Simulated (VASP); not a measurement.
# K3Cd2Os (P4mm) in VASP: further runs, part 2 of 2

VASP 6.6.1.

### Step 3. Single point, PBE

This run uses another cell than the first one, of 30.79 Å³/atom.

The input, INCAR:

```
SYSTEM = K3Cd2Os
PREC = Accurate ; ENCUT = 520
EDIFF = 1E-6 ; ISMEAR = 0
SIGMA = 0.1 ; LREAL = .False.
LASPH = .True. ; NELM = 60
ALGO = Normal ; ISIF = 2
LWAVE = .False. ; LCHARG = .True.
GGA = PE ; LELF = .True.
LVHAR = .True. ; NBANDS = 38
```

The input, KPOINTS:

```
regular mesh
0
Gamma
  4 4 2
  0 0 0
```

The input, POSCAR:

```
K3Cd2Os
1.0
    4.3990530400      0.0000000000      0.0000000000
    0.0000000000      4.3990530400      0.0000000000
    0.0000000000      0.0000000000      9.5477970800
K Cd Os
3 2 1
Direct
    0.5000000000      0.5000000000      0.7271514400
    0.5000000000      0.5000000000      0.4234921400
    0.0000000000      0.0000000000      0.0890026100
    0.0000000000      0.5000000000      0.7832693700
    0.5000000000      0.0000000000      0.7832693700
    0.5000000000      0.5000000000      0.1437536100
```

Potentials or basis: VASP PAW PBE potentials, release 64 (K_sv, Cd, Os).

On the command line:

```console
$ cat potpaw_PBE.64/K_sv/POTCAR potpaw_PBE.64/Cd/POTCAR potpaw_PBE.64/Os/POTCAR > POTCAR
$ mpirun -np 1 vasp_std > vasp.out
```

OUTCAR:

```text
SYSTEM = K3Cd2Os
   PREC = Accurate
   ENCUT = 520
   EDIFF = 1E-6
   ISMEAR = 0
   LREAL = .False.
   LASPH = .True.
   NELM = 60
   ISIF = 2
   GGA = PE

 ion  position               nearest neighbor table
   1  0.500  0.500  0.727-   4 2.26   5 2.26   5 2.26   4 2.26   2 2.90
   2  0.500  0.500  0.423-   6 2.67   1 2.90
   3  0.000  0.000  0.089-   6 3.15   6 3.15   6 3.15   6 3.15   5 3.65   5 3.65   4 3.65   4 3.65

   4  0.000  0.500  0.783-   1 2.26   1 2.26   5 3.11   5 3.11   5 3.11   5 3.11   3 3.65   3 3.65

   5  0.500  0.000  0.783-   1 2.26   1 2.26   4 3.11   4 3.11   4 3.11   4 3.11   3 3.65   3 3.65

   6  0.500  0.500  0.144-   2 2.67   3 3.15   3 3.15   3 3.15   3 3.15

  LATTYP: Found a simple tetragonal cell.
 ALAT       =     4.3990530400
 C/A-ratio  =     2.1704209959

  Lattice vectors:

 A1 = (   4.3990530400,   0.0000000000,   0.0000000000)
 A2 = (   0.0000000000,   4.3990530400,   0.0000000000)
 A3 = (   0.0000000000,   0.0000000000,   9.5477970800)

Analysis of symmetry for initial positions (statically):
=====================================================================
 Subroutine PRICEL returns:
 Original cell was already a primitive cell.

 Routine SETGRP: Setting up the symmetry group for a
 simple tetragonal supercell.

 Subroutine GETGRP returns: Found  8 space group operations
 (whereof  8 operations were pure point group operations)
 out of a pool of 16 trial point group operations.

The static configuration has the point symmetry C_4v.

Analysis of symmetry for dynamics (positions and initial velocities):
=====================================================================
 Subroutine PRICEL returns:
 Original cell was already a primitive cell.

 Routine SETGRP: Setting up the symmetry group for a
 simple tetragonal supercell.

 Subroutine GETGRP returns: Found  8 space group operations
 (whereof  8 operations were pure point group operations)
 out of a pool of 16 trial point group operations.

The dynamic configuration has the point symmetry C_4v.

 Subroutine INISYM returns: Found  8 space group operations
 (whereof  8 operations are pure point group operations),
 and found     1 'primitive' translations

----------------------------------------------------------------------------------------

                                     Primitive cell

  volume of cell :     184.7658

  direct lattice vectors                    reciprocal lattice vectors
     4.399053040  0.000000000  0.000000000     0.227321651  0.000000000  0.000000000
     0.000000000  4.399053040  0.000000000     0.000000000  0.227321651  0.000000000
     0.000000000  0.000000000  9.547797080     0.000000000  0.000000000  0.104736202

  length of vectors
     4.399053040  4.399053040  9.547797080     0.227321651  0.227321651  0.104736202

  position of ions in fractional coordinates (direct lattice)
     0.500000000  0.500000000  0.727151440
     0.500000000  0.500000000  0.423492140
     0.000000000  0.000000000  0.089002610
     0.000000000  0.500000000  0.783269370
[... 37 lines left out ...]

 Following reciprocal coordinates:
            Coordinates               Weight
  0.000000  0.000000  0.000000      1.000000
  0.250000  0.000000  0.000000      4.000000
  0.500000  0.000000  0.000000      2.000000
  0.250000  0.250000  0.000000      4.000000
  0.500000  0.250000  0.000000      4.000000
  0.500000  0.500000  0.000000      1.000000
  0.000000  0.000000  0.500000      1.000000
  0.250000  0.000000  0.500000      4.000000
  0.500000  0.000000  0.500000      2.000000
  0.250000  0.250000  0.500000      4.000000
  0.500000  0.250000  0.500000      4.000000
  0.500000  0.500000  0.500000      1.000000
   k-points           NKPTS =     12   k-points in BZ     NKDIM =     12   number of bands    NBANDS=     38
   number of dos      NEDOS =    301   number of ions     NIONS =      6
   total plane-waves  NPLWV =  93312
   dimension x,y,z NGX =    36 NGY =   36 NGZ =   72
   dimension x,y,z NGXF=    72 NGYF=   72 NGZF=  144
   ions per type =               3   2   1
   NGX,Y,Z   is equivalent  to a cutoff of  13.60, 13.60, 12.54 a.u.
   NGXF,Y,Z  is equivalent  to a cutoff of  27.21, 27.21, 25.07 a.u.
 SYSTEM =  K3Cd2Os
   PREC   = accura    normal or accurate (medium, high low for compatibility)
   ISTART =      0    job   : 0-new  1-cont  2-samecut
   ICHARG =      2    charge: 1-file 2-atom 10-const
   ISPIN  =      1    spin polarized calculation?
   LNONCOLLINEAR =      F non collinear calculations
   LSORBIT =      F    spin-orbit coupling
   LASPH  =      T    aspherical Exc in radial PAW
   ENCUT  =  520.0 eV  38.22 Ry    6.18 a.u.   8.18  8.18 17.75*2*pi/ulx,y,z
   NELM   =     60;   NELMIN=  2; NELMDL= -5     # of ELM steps
   EDIFF  = 0.1E-05   stopping-criterion for ELM
   LREAL  =      F    real-space projection
   EDIFFG = 0.1E-04   stopping-criterion for IOM
   NSW    =      0    number of steps for IOM
   IBRION =     -1    ionic relax: 0-MD 1-quasi-New 2-CG
   NFREE  =      0    steps in history (QN), initial steepest desc. (CG)
   ISIF   =      2    stress and relaxation
   ISYM   =      2    0-nonsym 1-usesym 2-fastsym
   POTIM  = 0.5000    time-step for ionic-motion
   TEBEG  =    0.0;   TEEND  =   0.0 temperature during run
   PSTRESS=    0.0 pullay stress
   NELECT =      59.0000    total number of electrons
   NUPDOWN=      -1.0000    fix difference up-down
   EMIN   =  10.00;   EMAX   =-10.00  energy-range for DOS
   EFERMI =   0.00;   METHOD = LEGACY
   ISMEAR =     0;   SIGMA  =   0.10  broadening in eV -4-tet -1-fermi 0-gaus
   EFERMI_NEDOS =   21; number of points for ismear=-14 and -15
   IALGO  =     38    algorithm
   IMIX   =      4    mixing-type and parameters
     AMIX     =   0.40;   BMIX     =  1.00
     AMIX_MAG =   1.60;   BMIX_MAG =  1.00
  volume/ion in A,a.u.               =      30.79       207.81
  Fermi-wavevector in a.u.,A,eV,Ry     =   1.118970  2.114546 17.035761  1.252093
  Thomas-Fermi vector in A             =   2.255605
   LORBIT       =      0    0 simple, 1 ext, 2 COOP (PROOUT), +10 PAW based schemes
   GGA     = PE    functional components
   LHFCALC =     F    Hartree Fock is set to
   AEXX    =    0.0000 exact exchange contribution
   IVDW    =     0    specifies the selected vdW correction
   LEPSILON=     F    determine dielectric tensor
   LRPA    =     F    only Hartree local field effects (RPA)
 non-spin polarized calculation
 Gauss-broadening in eV      SIGMA  =   0.10
  energy-cutoff  :      520.00
  volume of cell :      184.77
 maximum number of plane-waves:      5016
 NGX is ok and might be reduce to    36
   NGX = 17   NGY = 17   NGZ = 35

 number of electron      59.0000000 magnetization

 Free energy of the ion-electron system (eV)
  ---------------------------------------------------
  ext. energy  EPLUGINS =         0.00000000
  ---------------------------------------------------
  free energy    TOTEN  =        -0.10101727 eV

  energy without entropy =       -0.04006927  energy(sigma->0) =       -0.07054327

 E-fermi :   1.3584     XC(G=0):  -8.4722

 val. band max:        1.3496522498   @ k =   0.5000   0.0000   0.5000
 cond. band min:       1.3908444788   @ k =   0.5000   0.5000   0.0000
 fundamental gap:      0.0411922291
 Fermi energy:         1.3583579801

 k-point     1 :       0.0000    0.0000    0.0000
  band No.  band energies     occupation
      1     -31.4083      2.00000
      2     -30.1021      2.00000
      3     -28.0859      2.00000
      4     -15.5118      2.00000
      5     -15.5118      2.00000
      6     -15.1305      2.00000
[... 481 lines left out ...]
     37       4.1784      0.00000
     38       5.5869      0.00000

------------------------ aborting loop because EDIFF is reached ----------------------------------------

  FORCE on cell =-STRESS in cart. coord.  units (eV):
  Direction    XX          YY          ZZ          XY          YZ          ZX
  --------------------------------------------------------------------------------------
  -------------------------------------------------------------------------------------
  Total       28.8302568     28.8302568      4.8017541      0.0000000      0.0000000     -0.0000000
  in kB      249.9985650    249.9985650     41.6379096      0.0000000      0.0000000     -0.0000000
  external PRESSURE =     180.5450132 kB  Pullay stress =       0.0000000 kB

 VOLUME and BASIS-vectors are now :
 -----------------------------------------------------------------------------
  energy-cutoff  :      520.00
  volume of cell :      184.77
      direct lattice vectors                 reciprocal lattice vectors
     4.399053040  0.000000000  0.000000000     0.227321651  0.000000000  0.000000000
     0.000000000  4.399053040  0.000000000     0.000000000  0.227321651  0.000000000
     0.000000000  0.000000000  9.547797080     0.000000000  0.000000000  0.104736202

 POSITION                                       TOTAL-FORCE (eV/Angst)
 -----------------------------------------------------------------------------------
      2.19953      2.19953      6.94269         0.000000     -0.000000     -4.860705
      2.19953      2.19953      4.04342         0.000000      0.000000      0.161079
      0.00000      0.00000      0.84978        -0.000000      0.000000      0.062271
      0.00000      2.19953      7.47850         0.000000      0.000000      3.199763
      2.19953      0.00000      7.47850         0.000000      0.000000      3.199763
      2.19953      2.19953      1.37253         0.000000      0.000000     -1.762169
 -----------------------------------------------------------------------------------
    total drift:                                0.000000      0.000000      0.000965

  FREE ENERGIE OF THE ION-ELECTRON SYSTEM (eV)
  ---------------------------------------------------
  free  energy   TOTEN  =        -0.1010172713 eV

  energy  without entropy=       -0.0400692709  energy(sigma->0) =       -0.07054327
```

Run time: 76 s. Hardware: 1 thread of AMD EPYC 9R45 (Zen 5), shared host; peak memory 0.3 GiB.

What came out:

```
Free energy            : -0.1010 eV
Pressure               : 18.1 GPa
Largest force          : 4.861 eV/Å
Band gap on the k mesh : zero (an odd number of electrons rules out a gap without spin polarisation)
```

Forces on the atoms (eV/Å):
```
K    0.000  0.000 -4.861
K    0.000  0.000  0.161
K    0.000  0.000  0.062
Cd   0.000  0.000  3.200
Cd   0.000  0.000  3.200
Os   0.000  0.000 -1.762
```

Levels at points of the mesh, in eV from the Fermi level:
```csv
k point,band 25,band 26,band 27,band 28,band 29,band 30,band 31,band 32,band 33,band 34
"(0.00, 0.00, 0.00)",-1.12,-0.98,-0.52,-0.24,-0.21,-0.13,-0.13,2.17,2.43,2.43
"(0.50, 0.00, 0.00)",-1.18,-0.58,-0.35,-0.09,0.04,0.10,0.37,0.72,1.35,2.22
"(0.50, 0.50, 0.00)",-1.46,-0.97,-0.42,-0.28,-0.28,0.03,0.38,0.91,0.91,1.89
"(0.00, 0.00, 0.50)",-0.95,-0.69,-0.56,-0.21,-0.14,-0.14,0.47,0.56,2.44,2.44
"(0.50, 0.00, 0.50)",-1.33,-0.60,-0.33,-0.09,-0.01,0.04,0.37,1.36,1.72,2.22
"(0.50, 0.50, 0.50)",-1.45,-0.80,-0.43,-0.34,-0.34,0.06,0.38,1.01,1.01,1.33
```

Caveat: the stress differs along the axes, from 4 to 25 GPa; spin-orbit coupling is left out, which moves the levels of the heavy elements; forces of over 1 eV/Å act on the atoms, so gaps and moduli don't describe the material at rest.

### Step 4. Relaxation of cell and atoms, PBE

This run uses another cell than the first one, of 30.79 Å³/atom.

The input, INCAR:

```
SYSTEM = K3Cd2Os
PREC = Accurate ; ENCUT = 600
EDIFF = 1E-6 ; ISMEAR = 0
SIGMA = 0.1 ; LREAL = .False.
LASPH = .True. ; NELM = 100
ALGO = Fast ; ISIF = 3
LWAVE = .False. ; LCHARG = .False.
GGA = PE ; IBRION = 2
NSW = 90 ; EDIFFG = -0.04
```

KPOINTS is that of step 3.

POSCAR is that of step 3.

On the command line:

```console
$ cat potpaw_PBE.64/K_sv/POTCAR potpaw_PBE.64/Cd/POTCAR potpaw_PBE.64/Os/POTCAR > POTCAR
$ mpirun -np 1 vasp_std > vasp.out
```

Wall time 56 min (1 thread of AMD EPYC 9R45 (Zen 5), shared host); peak memory 0.38 GiB.

The run converged. Its results:

```
Free energy                           : -12.8091 eV
Relaxed volume                        : 47.73 Å³/atom
Relaxed cell                          : a = 5.032 Å, b = 5.032 Å, c = 11.313 Å, α = 90.00°, β = 90.00°, γ = 90.00°
Space group after relaxing (to 0.1 Å) : P4mm (No. 99)
Pressure after relaxing               : 0.0 GPa
Largest force after relaxing          : 0.032 eV/Å
Band gap on the k mesh                : zero (an odd number of electrons rules out a gap without spin polarisation)
```

Forces on the atoms (eV/Å):
```
K    0.000  0.000  0.032
K    0.000  0.000  0.006
K    0.000  0.000 -0.016
Cd   0.000  0.000 -0.004
Cd   0.000  0.000 -0.004
Os   0.000  0.000 -0.012
```

Final structure:
```yaml
crystal:
  lattice:
    - [5.03155, 0.00000, 0.00000]
    - [0.00000, 5.03155, 0.00000]
    - [0.00000, 0.00000, 11.31297]
  atoms:
    - { symbol: K, position: [0.50000, 0.50000, 0.69233] }
    - { symbol: K, position: [0.50000, 0.50000, 0.30177] }
    - { symbol: K, position: [0.00000, 0.00000, 0.12552] }
    - { symbol: Cd, position: [0.00000, 0.50000, 0.91835] }
    - { symbol: Cd, position: [0.50000, 0.00000, 0.91835] }
    - { symbol: Os, position: [0.50000, 0.50000, 0.99361] }
```

Levels at points of the mesh, in eV from the Fermi level:
| k point | band 27 | band 28 | band 29 | band 30 | band 31 | band 32 | band 33 | band 34 |
| --- | --- | --- | --- | --- | --- | --- | --- | --- |
| (0.00, 0.00, 0.00) | -1.03 | -1.03 | -0.55 | -0.38 | 1.31 | 1.31 | 1.42 | 1.88 |
| (0.50, 0.00, 0.00) | -0.85 | -0.83 | -0.61 | -0.13 | 0.40 | 0.43 | 1.28 | 2.25 |
| (0.50, 0.50, 0.00) | -0.82 | -0.59 | -0.59 | -0.40 | 1.11 | 1.57 | 1.57 | 1.60 |
| (0.00, 0.00, 0.50) | -1.03 | -1.03 | -0.38 | -0.17 | 0.50 | 1.31 | 1.31 | 1.82 |
| (0.50, 0.00, 0.50) | -0.85 | -0.83 | -0.56 | -0.43 | 0.38 | 1.05 | 1.70 | 1.71 |
| (0.50, 0.50, 0.50) | -0.82 | -0.59 | -0.59 | -0.39 | 1.20 | 1.24 | 1.38 | 1.53 |

Caveat: the volume moved by over 15 % at a fixed basis, so the end points are rough; spin-orbit coupling is left out, which moves the levels of the heavy elements.

### Step 5. Single point, PBE

This run uses another cell than the first one, of 48.60 Å³/atom.

The input, INCAR:

```
SYSTEM = K3Cd2Os
  PREC = Accurate
  ENCUT = 520
  EDIFF = 1E-6
  ISMEAR = 0
  SIGMA = 0.1
  LREAL = .FALSE.
  LASPH = .TRUE.
  NELM = 100
  ALGO = Fast
  ISIF = 2
  LWAVE = .FALSE.
  LCHARG = .FALSE.
  GGA = PE
  NBANDS = 38
```

The input, KPOINTS:

```
regular mesh
0
G
  8 8 4
  0 0 0
```

The input, POSCAR:

```
K3Cd2Os
1.0
    5.1230326548      0.0000000000      0.0000000000
    0.0000000000      5.1230326548      0.0000000000
    0.0000000000      0.0000000000     11.1105779303
K Cd Os
3 2 1
Direct
    0.5000000000      0.5000000000      0.6946670569
    0.5000000000      0.5000000000      0.2920467622
    0.0000000000      0.0000000000      0.1263207780
    0.0000000000      0.5000000000      0.9245729539
    0.5000000000      0.0000000000      0.9245729539
    0.5000000000      0.5000000000      0.9877580351
```

On the command line:

```console
$ cat potpaw_PBE.64/K_sv/POTCAR potpaw_PBE.64/Cd/POTCAR potpaw_PBE.64/Os/POTCAR > POTCAR
$ mpirun -np 1 vasp_std > vasp.out
```

It took 7.4 min on 1 thread of AMD EPYC 9R45 (Zen 5), shared host; peak memory 0.64 GiB.

The run converged. Its results:

- Free energy: -12.8235 eV
- Pressure: 0.1 GPa
- Largest force: 0.066 eV/Å
- Band gap on the k mesh: zero (an odd number of electrons rules out a gap without spin polarisation)

Forces in eV/Å, atoms in the order of the input:
```
K    0.000  0.000 -0.001
K    0.000  0.000  0.003
K    0.000  0.000  0.001
Cd   0.000  0.000 -0.034
Cd   0.000  0.000 -0.034
Os   0.000  0.000  0.066
```

Stress tensor (GPa, compression positive):
```
0.14 0.00 0.00
0.00 0.14 0.00
0.00 0.00 0.00
```

Levels at points of the mesh, in eV from the Fermi level:
```tsv
k point	band 27	band 28	band 29	band 30	band 31	band 32	band 33	band 34
(0.00, 0.00, 0.00)	-0.74	-0.74	-0.38	-0.14	1.29	1.29	1.66	2.08
(0.50, 0.00, 0.00)	-0.64	-0.59	-0.52	0.09	0.52	0.53	1.49	2.20
(0.50, 0.50, 0.00)	-0.78	-0.58	-0.58	-0.32	1.27	1.61	1.61	1.79
(0.00, 0.00, 0.50)	-0.74	-0.74	-0.14	0.04	0.70	1.30	1.30	1.98
(0.50, 0.00, 0.50)	-0.64	-0.59	-0.46	-0.27	0.47	1.23	1.87	1.97
(0.50, 0.50, 0.50)	-0.78	-0.58	-0.58	-0.29	1.37	1.42	1.50	1.57
```

Caveat: spin-orbit coupling is left out, which moves the levels of the heavy elements.

### Step 6. Overview

```csv
task,cell,k mesh,cutoff (eV),gap on the mesh (eV),pressure (GPa),largest force (eV/Å)
single point,"a = 5.032, b = 5.032, c = 11.281 Å, 6 atoms, atomic positions A",4 × 4 × 2,520,none,0.1,0.08
single point,"a = 4.399, b = 4.399, c = 9.548 Å, 6 atoms, atomic positions B",4 × 4 × 2,520,none,18.1,4.86
relaxation of cell and atoms,"relaxed from a = 4.399, b = 4.399, c = 9.548 Å, 6 atoms, atomic positions B",4 × 4 × 2,600,none,0.0,0.03
single point,"a = 5.123, b = 5.123, c = 11.111 Å, 6 atoms, atomic positions C",8 × 8 × 4,520,none,0.1,0.07
```

Alike in all rows: level PBE; potentials or basis VASP PAW PBE potentials, release 64 (K_sv, Cd, Os); no spin polarisation; smearing gaussian 0.1 eV.

Caveats: spin-orbit coupling is left out, which moves the levels of the heavy elements; the stress differs along the axes, from 4 to 25 GPa (at least some runs); forces of over 1 eV/Å act on the atoms, so gaps and moduli don't describe the material at rest (at least some runs); the volume moved by over 15 % at a fixed basis, so the end points are rough (at least some runs).

Total energies depend on the potentials used, so only differences within one code and one set of settings carry meaning.

The gap in the log of VASP goes by the Fermi energy; the results here count the filled bands.